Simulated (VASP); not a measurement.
**RbCl: single point with PBE**

RbCl:

```
Rb Cl
1.0
     0.00000    3.37969    3.37969
     3.37969    0.00000    3.37969
     3.37969    3.37969    0.00000
Rb Cl
1 1
Direct
  0.00000 0.00000 0.00000
  0.50000 0.50000 0.50000
```

```yaml
Program: VASP 6.6.1
Task: single point
Functional: PBE
Potentials_or_basis: VASP PAW PBE potentials, release 64 (Rb_sv, Cl)
Cutoff: 500 eV
k_mesh: 5 × 5 × 5
Occupations: gaussian, width 0.01 eV
Spin: no spin polarisation
```

| Item | Value |
| --- | --- |
| Pressure | -0.4 GPa |
| Band gap on the k mesh | 4.75 eV, direct |

Levels at points of the mesh, in eV from the valence-band top:
| k point | band 4 | band 5 | band 6 | band 7 | band 8 | band 9 | band 10 | band 11 | band 12 | band 13 |
| --- | --- | --- | --- | --- | --- | --- | --- | --- | --- | --- |
| (0.00, 0.00, 0.00) | -8.17 | -8.17 | 0.00 | 0.00 | 0.00 | 4.75 | 7.93 | 7.93 | 7.93 | 8.86 |

Run time: 26 s on 1 thread of Intel Xeon 8259CL, on a shared host, peak memory 0.2 GiB.

PBE gaps usually lie below the measured ones, often by a third to a half.
